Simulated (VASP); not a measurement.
A run of VASP 6.6.1:

INCAR

```
PREC = Accurate
ENCUT = 600
EDIFF = 1E-6
ISMEAR = -1
SIGMA = 0.1
LREAL = False
LASPH = True
NELM = 100
ALGO = Normal
ISIF = 3
LWAVE = False
LCHARG = False
GGA = PS
IBRION = 2
NSW = 100
EDIFFG = -0.002
```

Contents of KPOINTS:

```
regular mesh
0
Gamma
  10 10 10
```

Contents of POSCAR:

```
KI
1.0
    3.5327750000      3.5327750000      0.0000000000
   -3.5327750000      3.5327750000      0.0000000000
    0.0000000000      3.5327750000      3.5327750000
K I
1 1
Direct
    0.0000000000      0.0000000000      0.0000000000
    0.5000000000      0.5000000000      0.0000000000
```

Potentials or basis: VASP PAW PBE potentials, release 64 (K_sv, I).

Command:

```bash
$ cat potpaw_PBE.64/K_sv/POTCAR potpaw_PBE.64/I/POTCAR > POTCAR
$ mpirun -np 1 vasp_std > vasp.out
```

Hardware: 1 thread of AMD EPYC 7R13 Processor (Zen 3), on a shared host.

Task: How long does it take, and how much memory?

Result: Wall time 2.5 min on 1 thread of AMD EPYC 7R13 Processor (Zen 3) (shared host), peak memory 0.25 GiB. Counts: scf iterations 36, k points 47, ion steps 5.
